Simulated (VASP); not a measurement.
Set up this calculation in VASP 6.6.1, as the native input.

```yaml
Task: single point
Functional: PBE
Potentials_or_basis: VASP PAW PBE potentials, release 64 (Y_sv, Cd, C, N)
Cutoff: 520 eV
k_mesh: 4 × 4 × 4
Occupations: gaussian, width 0.1 eV
Spin: no spin polarisation
Dipole_correction: no
Further_INCAR_settings: ALGO = Normal; EDIFF = 1e-06; NBANDS = 40
```

The structure of YCdC4N4 lies in POSCAR:

```
YCdC4N4
1.0
    6.2047833400      0.0000000000      0.0000000000
    0.0000000000      6.2047833400      0.0000000000
    0.0000000000      0.0000000000      6.2047833400
Y Cd C N
1 1 4 4
Direct
    0.0000000000      0.0000000000      0.0000000000
    0.5000000000      0.5000000000      0.5000000000
    0.1959616600      0.1959616600      0.1959616600
    0.1959616600      0.8040383400      0.8040383400
    0.8040383400      0.1959616600      0.8040383400
    0.8040383400      0.8040383400      0.1959616600
    0.3048292500      0.3048292500      0.3048292500
    0.3048292500      0.6951707500      0.6951707500
    0.6951707500      0.3048292500      0.6951707500
    0.6951707500      0.6951707500      0.3048292500
```

These files were run (other wordings do the same):

INCAR

```
PREC = Accurate ; ENCUT = 520
EDIFF = 1E-6 ; ISMEAR = 0
SIGMA = 0.1 ; LREAL = F
LASPH = T ; NELM = 80
ALGO = Normal ; ISIF = 2
LWAVE = F ; LCHARG = T
GGA = PE ; LELF = T
LVHAR = T ; NBANDS = 40
```

KPOINTS

```
regular mesh
0
Gamma
  4 4 4
```

Potentials or basis: VASP PAW PBE potentials, release 64 (Y_sv, Cd, C, N).

Run with:

```bash
$ cat potpaw_PBE.64/Y_sv/POTCAR potpaw_PBE.64/Cd/POTCAR potpaw_PBE.64/C/POTCAR potpaw_PBE.64/N/POTCAR > POTCAR
$ mpirun -np 1 vasp_std > vasp.out
```

Results of the run:

```
Pressure               : 11.1 GPa
Largest force          : 3.084 eV/Å
Band gap on the k mesh : zero (an odd number of electrons rules out a gap without spin polarisation)
```

Caveat: the cell stands under pressure; an odd number of electrons without spin polarisation forces a metal; a magnetic or distorted state may lie lower.

Run time: 3.8 min on 1 thread of Intel Xeon 8259CL (shared host), peak memory 0.36 GiB.
